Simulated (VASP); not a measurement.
# InPd (Pm-3m) in VASP: a series of runs, part 2 of 3

VASP 6.6.1.

### 3 Single point, PBE (17.51 Å³/atom)

This run uses another cell than the first one, of 17.51 Å³/atom.

INCAR

```
ALGO = Fast ; EDIFF = 1E-6
ENCUT = 520 ; GGA = PE
ISIF = 2 ; ISMEAR = 0
LASPH = T ; LCHARG = F
LREAL = F ; LWAVE = F
NBANDS = 18 ; NELM = 100
PREC = Accurate ; SIGMA = 0.1
```

KPOINTS

```
k-points
0
Gamma
  14 14 14
```

POSCAR

```
InPd
1.0
    3.2718748111      0.0000000000      0.0000000000
    0.0000000000      3.2718748111      0.0000000000
    0.0000000000      0.0000000000      3.2718748111
In Pd
1 1
Direct
    0.0000000000      0.0000000000      0.0000000000
    0.5000000000      0.5000000000      0.5000000000
```

Potentials or basis: VASP PAW PBE potentials, release 64 (In_d, Pd).

Launch:

```sh
$ cat potpaw_PBE.64/In_d/POTCAR potpaw_PBE.64/Pd/POTCAR > POTCAR
$ mpirun -np 1 vasp_std > vasp.out
```

OUTCAR:

```text
EDIFF = 1E-6
   ENCUT = 520
   GGA = PE
   ISIF = 2
   ISMEAR = 0
   LASPH = T
   LREAL = F
   NELM = 100
   PREC = Accurate

 ion  position               nearest neighbor table
   1  0.000  0.000  0.000-   2 2.83   2 2.83   2 2.83   2 2.83   2 2.83   2 2.83   2 2.83   2 2.83

   2  0.500  0.500  0.500-   1 2.83   1 2.83   1 2.83   1 2.83   1 2.83   1 2.83   1 2.83   1 2.83

  LATTYP: Found a simple cubic cell.
 ALAT       =     3.2718748111

  Lattice vectors:

 A1 = (   3.2718748111,   0.0000000000,   0.0000000000)
 A2 = (   0.0000000000,   3.2718748111,   0.0000000000)
 A3 = (   0.0000000000,   0.0000000000,   3.2718748111)

Analysis of symmetry for initial positions (statically):
=====================================================================
 Subroutine PRICEL returns:
 Original cell was already a primitive cell.

 Routine SETGRP: Setting up the symmetry group for a
 simple cubic supercell.

 Subroutine GETGRP returns: Found 48 space group operations
 (whereof 48 operations were pure point group operations)
 out of a pool of 48 trial point group operations.

The static configuration has the point symmetry O_h .

Analysis of symmetry for dynamics (positions and initial velocities):
=====================================================================
 Subroutine PRICEL returns:
 Original cell was already a primitive cell.

 Routine SETGRP: Setting up the symmetry group for a
 simple cubic supercell.

 Subroutine GETGRP returns: Found 48 space group operations
 (whereof 48 operations were pure point group operations)
 out of a pool of 48 trial point group operations.

The dynamic configuration has the point symmetry O_h .

 Subroutine INISYM returns: Found 48 space group operations
 (whereof 48 operations are pure point group operations),
 and found     1 'primitive' translations

----------------------------------------------------------------------------------------

                                     Primitive cell

  volume of cell :      35.0260

  direct lattice vectors                    reciprocal lattice vectors
     3.271874811  0.000000000  0.000000000     0.305635166  0.000000000  0.000000000
     0.000000000  3.271874811  0.000000000     0.000000000  0.305635166  0.000000000
     0.000000000  0.000000000  3.271874811     0.000000000  0.000000000  0.305635166

  length of vectors
     3.271874811  3.271874811  3.271874811     0.305635166  0.305635166  0.305635166

  position of ions in fractional coordinates (direct lattice)
     0.000000000  0.000000000  0.000000000
     0.500000000  0.500000000  0.500000000

  ion indices of the primitive-cell ions
   primitive index   ion index
                 1           1
                 2           2

----------------------------------------------------------------------------------------

 KPOINTS: k-points

Automatic generation of k-mesh.
 Grid dimensions read from file:
 generate k-points for:   14   14   14

 Generating k-lattice:

  Cartesian coordinates                     Fractional coordinates (reciprocal lattice)
     0.021831083  0.000000000  0.000000000     0.071428571  0.000000000  0.000000000
     0.000000000  0.021831083  0.000000000     0.000000000  0.071428571  0.000000000
     0.000000000  0.000000000  0.021831083     0.000000000  0.000000000  0.071428571

  Length of vectors
     0.021831083  0.021831083  0.021831083

  Shift w.r.t. Gamma in fractional coordinates (k-lattice)
     0.000000000  0.000000000  0.000000000

 Subroutine IBZKPT returns following result:
 ===========================================

 Found    120 irreducible k-points:

 Following reciprocal coordinates:
            Coordinates               Weight
  0.000000  0.000000  0.000000      1.000000
  0.071429  0.000000  0.000000      6.000000
  0.142857  0.000000  0.000000      6.000000
  0.214286  0.000000  0.000000      6.000000
  0.285714  0.000000  0.000000      6.000000
  0.357143  0.000000  0.000000      6.000000
[... 16 lines left out ...]
  0.285714  0.214286  0.000000     24.000000
  0.357143  0.214286  0.000000     24.000000
 [... further k-points ...]
   k-points           NKPTS =    120   k-points in BZ     NKDIM =    120   number of bands    NBANDS=     18
   number of dos      NEDOS =    301   number of ions     NIONS =      2
   total plane-waves  NPLWV =  13824
   dimension x,y,z NGX =    24 NGY =   24 NGZ =   24
   dimension x,y,z NGXF=    48 NGYF=   48 NGZF=   48
   ions per type =               1   1
   NGX,Y,Z   is equivalent  to a cutoff of  12.19, 12.19, 12.19 a.u.
   NGXF,Y,Z  is equivalent  to a cutoff of  24.39, 24.39, 24.39 a.u.
 SYSTEM =  unknown system
   PREC   = accura    normal or accurate (medium, high low for compatibility)
   ISTART =      0    job   : 0-new  1-cont  2-samecut
   ICHARG =      2    charge: 1-file 2-atom 10-const
   ISPIN  =      1    spin polarized calculation?
   LNONCOLLINEAR =      F non collinear calculations
   LSORBIT =      F    spin-orbit coupling
   LASPH  =      T    aspherical Exc in radial PAW
   ENCUT  =  520.0 eV  38.22 Ry    6.18 a.u.   6.08  6.08  6.08*2*pi/ulx,y,z
   NELM   =    100;   NELMIN=  2; NELMDL= -5     # of ELM steps
   EDIFF  = 0.1E-05   stopping-criterion for ELM
   LREAL  =      F    real-space projection
   EDIFFG = 0.1E-04   stopping-criterion for IOM
   NSW    =      0    number of steps for IOM
   IBRION =     -1    ionic relax: 0-MD 1-quasi-New 2-CG
   NFREE  =      0    steps in history (QN), initial steepest desc. (CG)
   ISIF   =      2    stress and relaxation
   ISYM   =      2    0-nonsym 1-usesym 2-fastsym
   POTIM  = 0.5000    time-step for ionic-motion
   TEBEG  =    0.0;   TEEND  =   0.0 temperature during run
   PSTRESS=    0.0 pullay stress
   NELECT =      23.0000    total number of electrons
   NUPDOWN=      -1.0000    fix difference up-down
   EMIN   =  10.00;   EMAX   =-10.00  energy-range for DOS
   EFERMI =   0.00;   METHOD = LEGACY
   ISMEAR =     0;   SIGMA  =   0.10  broadening in eV -4-tet -1-fermi 0-gaus
   EFERMI_NEDOS =   21; number of points for ismear=-14 and -15
   IALGO  =     68    algorithm
   IMIX   =      4    mixing-type and parameters
     AMIX     =   0.40;   BMIX     =  1.00
     AMIX_MAG =   1.60;   BMIX_MAG =  1.00
  volume/ion in A,a.u.               =      17.51       118.18
  Fermi-wavevector in a.u.,A,eV,Ry     =   1.422943  2.688972 27.548615  2.024766
  Thomas-Fermi vector in A             =   2.543593
   LORBIT       =      0    0 simple, 1 ext, 2 COOP (PROOUT), +10 PAW based schemes
   GGA     = PE    functional components
   LHFCALC =     F    Hartree Fock is set to
   AEXX    =    0.0000 exact exchange contribution
   IVDW    =     0    specifies the selected vdW correction
   LEPSILON=     F    determine dielectric tensor
   LRPA    =     F    only Hartree local field effects (RPA)
 non-spin polarized calculation
 RMM-DIIS sequential band-by-band and
 Gauss-broadening in eV      SIGMA  =   0.10
  energy-cutoff  :      520.00
  volume of cell :       35.03
 maximum number of plane-waves:       968
   NGX = 13   NGY = 13   NGZ = 13

 number of electron      22.9999997 magnetization

 Free energy of the ion-electron system (eV)
  ---------------------------------------------------
  ext. energy  EPLUGINS =         0.00000000
  ---------------------------------------------------
  free energy    TOTEN  =        -8.73654968 eV

  energy without entropy =       -8.73300358  energy(sigma->0) =       -8.73477663

 E-fermi :  10.5543     XC(G=0): -12.2314

 val. band max:       10.5527846553   @ k =   0.2857   0.0714   0.0000
 cond. band min:      10.5833482822   @ k =   0.4286   0.4286   0.3571
 fundamental gap:      0.0305636268
 Fermi energy:        10.5542507870

 k-point     1 :       0.0000    0.0000    0.0000
  band No.  band energies     occupation
      1      -4.4743      2.00000
      2      -4.4743      2.00000
      3      -4.0661      2.00000
      4      -4.0661      2.00000
      5      -4.0661      2.00000
      6       0.4303      2.00000
[... 10 lines left out ...]
     17      21.0700      0.00000
     18      26.5073      0.00000
[... 463 lines left out ...]
 k-point    24 :       0.3571    0.2143    0.0000
  band No.  band energies     occupation
      1      -4.3524      2.00000
      2      -4.2429      2.00000
      3      -4.1629      2.00000
      4      -4.1117      2.00000
      5      -4.1008      2.00000
      6       2.9866      2.00000
[... 10 lines left out ...]
     17      23.4316      0.00000
     18      23.8438      0.00000

 [... further k-points ...]

------------------------ aborting loop because EDIFF is reached ----------------------------------------

  FORCE on cell =-STRESS in cart. coord.  units (eV):
  Direction    XX          YY          ZZ          XY          YZ          ZX
  --------------------------------------------------------------------------------------
  -------------------------------------------------------------------------------------
  Total        0.8110651      0.8110651      0.8110651     -0.0000000     -0.0000000      0.0000000
  in kB       37.1001996     37.1001996     37.1001996     -0.0000000     -0.0000000      0.0000000
  external PRESSURE =      37.1001996 kB  Pullay stress =       0.0000000 kB

 VOLUME and BASIS-vectors are now :
 -----------------------------------------------------------------------------
  energy-cutoff  :      520.00
  volume of cell :       35.03
      direct lattice vectors                 reciprocal lattice vectors
     3.271874811  0.000000000  0.000000000     0.305635166  0.000000000  0.000000000
     0.000000000  3.271874811  0.000000000     0.000000000  0.305635166  0.000000000
     0.000000000  0.000000000  3.271874811     0.000000000  0.000000000  0.305635166

 POSITION                                       TOTAL-FORCE (eV/Angst)
 -----------------------------------------------------------------------------------
      0.00000      0.00000      0.00000         0.000000      0.000000      0.000000
      1.63594      1.63594      1.63594         0.000000      0.000000      0.000000
 -----------------------------------------------------------------------------------
    total drift:                                0.000000      0.000000     -0.000000

  FREE ENERGIE OF THE ION-ELECTRON SYSTEM (eV)
  ---------------------------------------------------
  free  energy   TOTEN  =        -8.7365496794 eV

  energy  without entropy=       -8.7330035817  energy(sigma->0) =       -8.73477663
```

stdout:

```text
POSCAR found type information on POSCAR InPd
 POSCAR found :  2 types and       2 ions
 scaLAPACK will be used
 LDA part: xc-table for (Slater+PW92), standard interpolation
 POSCAR, INCAR and KPOINTS ok, starting setup
 FFT: planning ... GRIDC
 FFT: planning ... GRID_SOFT
 FFT: planning ... GRID
 WAVECAR not read
 entering main loop
```

Run time: 21 s. Hardware: 1 thread of Intel Xeon 6975P-C (Granite Rapids), shared host; peak memory 0.19 GiB.

Results:

| Property | Result |
| --- | --- |
| Free energy | -8.7365 eV |
| Pressure | 3.7 GPa |
| Band gap on the k mesh | zero (an odd number of electrons rules out a gap without spin polarisation) |

Caveat: the cell stands under pressure; spin-orbit coupling is left out, which moves the levels of the heavy elements.

### 4 Single point, PBE

This run uses another cell than the first one, of 18.05 Å³/atom.

INCAR

```
SYSTEM = InPd
PREC = Accurate ; ENCUT = 520
EDIFF = 1E-7 ; ISMEAR = 0
SIGMA = 0.1 ; LREAL = .False.
LASPH = .True. ; NELM = 60
ALGO = Normal ; ISIF = 2
LWAVE = .False. ; LCHARG = .True.
GGA = PE ; LELF = .True.
LVHAR = .True. ; NBANDS = 18
```

KPOINTS

```
regular mesh
0
Gamma
  14 14 14
  0 0 0
```

POSCAR

```
InPd
1.0
    3.3052635948      0.0000000000      0.0000000000
    0.0000000000      3.3052635948      0.0000000000
    0.0000000000      0.0000000000      3.3052635948
In Pd
1 1
Direct
    0.0000000000      0.0000000000      0.0000000000
    0.5000000000      0.5000000000      0.5000000000
```

Launch:

```sh
$ cat potpaw_PBE.64/In_d/POTCAR potpaw_PBE.64/Pd/POTCAR > POTCAR
$ mpirun -np 1 vasp_std > vasp.out
```

Wall time 33 s (1 thread of Intel Xeon 6975P-C (Granite Rapids), shared host); peak memory 0.22 GiB.

The run converged. Its results:

```yaml
Free_energy: -8.7492 eV
Pressure: 0.0 GPa
Band_gap_on_the_k_mesh: zero (an odd number of electrons rules out a gap without spin polarisation)
```

Levels at points of the mesh, in eV from the Fermi level:
```tsv
k point	band 8	band 9	band 10	band 11	band 12	band 13	band 14	band 15	band 16	band 17
(0.00, 0.00, 0.00)	-3.71	-2.24	-2.24	-2.24	4.14	4.14	4.14	9.01	10.34	10.34
(0.50, 0.00, 0.00)	-3.67	-3.17	-3.17	-2.30	-1.13	9.27	9.27	9.75	10.50	10.50
(0.50, 0.50, 0.00)	-2.63	-2.63	-2.24	-2.24	-1.69	1.27	2.34	9.23	11.22	11.22
(0.50, 0.50, 0.50)	-4.71	-1.65	-1.65	-0.23	3.72	3.72	3.72	4.24	4.24	4.24
```

Caveat: spin-orbit coupling is left out, which moves the levels of the heavy elements.

### 5 Single point, PBE (18.60 Å³/atom)

This run uses another cell than the first one, of 18.60 Å³/atom.

INCAR

```
SYSTEM = InPd
PREC = Accurate
ENCUT = 520
EDIFF = 1E-6
ISMEAR = 0
SIGMA = 0.1
LREAL = .False.
LASPH = .True.
NELM = 60
ALGO = Normal
ISIF = 2
LWAVE = .False.
LCHARG = .False.
GGA = PE
NBANDS = 18
```

KPOINTS is that of step 4.

POSCAR

```
InPd
1.0
    3.3379911054      0.0000000000      0.0000000000
    0.0000000000      3.3379911054      0.0000000000
    0.0000000000      0.0000000000      3.3379911054
In Pd
1 1
Direct
    0.0000000000      0.0000000000      0.0000000000
    0.5000000000      0.5000000000      0.5000000000
```

Potentials or basis: VASP PAW PBE potentials, release 64 (In_d, Pd).

Launch:

```sh
$ cat potpaw_PBE.64/In_d/POTCAR potpaw_PBE.64/Pd/POTCAR > POTCAR
$ mpirun -np 1 vasp_std > vasp.out
```

OUTCAR:

```text
SYSTEM = InPd
   PREC = Accurate
   ENCUT = 520
   EDIFF = 1E-6
   ISMEAR = 0
   LREAL = .False.
   LASPH = .True.
   NELM = 60
   ISIF = 2
   GGA = PE

 ion  position               nearest neighbor table
   1  0.000  0.000  0.000-   2 2.89   2 2.89   2 2.89   2 2.89   2 2.89   2 2.89   2 2.89   2 2.89

   2  0.500  0.500  0.500-   1 2.89   1 2.89   1 2.89   1 2.89   1 2.89   1 2.89   1 2.89   1 2.89

  LATTYP: Found a simple cubic cell.
 ALAT       =     3.3379911054

  Lattice vectors:

 A1 = (   3.3379911054,   0.0000000000,   0.0000000000)
[... 692 lines left out ...]

  FORCE on cell =-STRESS in cart. coord.  units (eV):
  Direction    XX          YY          ZZ          XY          YZ          ZX
  --------------------------------------------------------------------------------------
  -------------------------------------------------------------------------------------
  Total       -0.6967379     -0.6967379     -0.6967379     -0.0000000      0.0000000     -0.0000000
  in kB      -30.0140441    -30.0140441    -30.0140441     -0.0000000      0.0000000     -0.0000000
  external PRESSURE =     -30.0140441 kB  Pullay stress =       0.0000000 kB

 VOLUME and BASIS-vectors are now :
 -----------------------------------------------------------------------------
  energy-cutoff  :      520.00
  volume of cell :       37.19
      direct lattice vectors                 reciprocal lattice vectors
     3.337991105  0.000000000  0.000000000     0.299581385  0.000000000  0.000000000
     0.000000000  3.337991105  0.000000000     0.000000000  0.299581385  0.000000000
     0.000000000  0.000000000  3.337991105     0.000000000  0.000000000  0.299581385

 POSITION                                       TOTAL-FORCE (eV/Angst)
 -----------------------------------------------------------------------------------
      0.00000      0.00000      0.00000         0.000000      0.000000      0.000000
      1.66900      1.66900      1.66900         0.000000      0.000000      0.000000
 -----------------------------------------------------------------------------------
    total drift:                               -0.000000      0.000000      0.000000

  FREE ENERGIE OF THE ION-ELECTRON SYSTEM (eV)
  ---------------------------------------------------
  free  energy   TOTEN  =        -8.7394295139 eV

  energy  without entropy=       -8.7350300104  energy(sigma->0) =       -8.73722976
```

stdout:

```text
POSCAR found type information on POSCAR InPd
 POSCAR found :  2 types and       2 ions
 scaLAPACK will be used
 LDA part: xc-table for (Slater+PW92), standard interpolation
 POSCAR, INCAR and KPOINTS ok, starting setup
 FFT: planning ... GRIDC
 FFT: planning ... GRID_SOFT
 FFT: planning ... GRID
 WAVECAR not read
 entering main loop
```

Wall time 28 s (1 thread of Intel Xeon 6975P-C (Granite Rapids), shared host); peak memory 0.22 GiB.

What came out:

```yaml
Free_energy: -8.7394 eV
Pressure: -3.0 GPa
Band_gap_on_the_k_mesh: zero (an odd number of electrons rules out a gap without spin polarisation)
```

Levels at points of the mesh, in eV from the Fermi level:
| k point | band 8 | band 9 | band 10 | band 11 | band 12 | band 13 | band 14 | band 15 | band 16 | band 17 |
| --- | --- | --- | --- | --- | --- | --- | --- | --- | --- | --- |
| (0.00, 0.00, 0.00) | -3.54 | -2.15 | -2.15 | -2.15 | 4.12 | 4.12 | 4.12 | 8.67 | 10.18 | 10.18 |
| (0.50, 0.00, 0.00) | -3.50 | -3.03 | -3.03 | -2.20 | -1.08 | 9.05 | 9.05 | 9.68 | 10.34 | 10.34 |
| (0.50, 0.50, 0.00) | -2.53 | -2.53 | -2.10 | -2.10 | -1.62 | 1.17 | 2.28 | 9.05 | 11.16 | 11.16 |
| (0.50, 0.50, 0.50) | -4.50 | -1.58 | -1.58 | -0.32 | 3.72 | 3.72 | 3.72 | 4.16 | 4.16 | 4.16 |

Caveat: the cell stands under tension; spin-orbit coupling is left out, which moves the levels of the heavy elements.

[end of part 2 of 3]

The gap in the log of VASP goes by the Fermi energy; the results here count the filled bands.